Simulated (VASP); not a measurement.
Set up this calculation in VASP 6.6.1, as the native input.

```yaml
Task: single point
Functional: PBE
Potentials_or_basis: VASP PAW PBE potentials, release 64 (Pr_3, H, Rh_pv), 4f in core
Cutoff: 500 eV
k_mesh: 6 × 6 × 4
Occupations: gaussian, width 0.2 eV
Spin: no spin polarisation
Dipole_correction: no
Further_INCAR_settings: ALGO = Normal; EDIFF = 1e-06; NBANDS = 68
```

The structure of PrHRh3 lies in POSCAR:

```
PrHRh3
1.0
    2.9531482532      1.7050009389      2.4153627048
   -2.9531482532      1.7050009389      2.4153627048
    0.0000000000     -6.8200037557      4.8307254098
Pr H Rh
2 2 6
Direct
    0.9948584604      0.9948584604      0.4974292302
    0.9948584604      0.9948584604      0.9974292302
    0.5696570666      0.5696570666      0.2848285333
    0.5696570666      0.5696570666      0.7848285333
    0.4931433376      0.0028636177      0.2465716688
    0.4931433376      0.0028636177      0.7465716688
    0.4931433376      0.4931433376      0.0014318089
    0.4931433376      0.4931433376      0.5014318089
    0.0028636177      0.4931433376      0.2465716688
    0.0028636177      0.4931433376      0.7465716688
```

One way to write it, as run:

INCAR

```
  ALGO = Normal
  EDIFF = 1E-6
  ENCUT = 500
  GGA = PE
  GGA_COMPAT = F
  ISIF = 2
  ISMEAR = 0
  LASPH = T
  LCHARG = F
  LMAXMIX = 6
  LREAL = F
  LWAVE = F
  NBANDS = 68
  NELM = 200
  PREC = Accurate
  SIGMA = 0.2
```

KPOINTS

```
k-points
0
Gamma
  6 6 4
```

Potentials or basis: VASP PAW PBE potentials, release 64 (Pr_3, H, Rh_pv), 4f in core.

The run is started by

```bash
$ cat potpaw_PBE.64/Pr_3/POTCAR potpaw_PBE.64/H/POTCAR potpaw_PBE.64/Rh_pv/POTCAR > POTCAR
$ mpirun -np 1 vasp_std > vasp.out
```

Results of the run:

```
Pressure               : -0.1 GPa
Largest force          : 0.047 eV/Å
Band gap on the k mesh : zero (bands 57 and 58 overlap by 1.14 eV)
```

Caveat: spin-orbit coupling is left out, which moves the levels of the heavy elements; the 4f electrons are frozen in the core, so they carry no moment and show no levels.

Wall time 6.5 min on 1 thread of Intel(R) Xeon(R) Platinum 8488C (Sapphire Rapids) (shared host), peak memory 0.46 GiB.
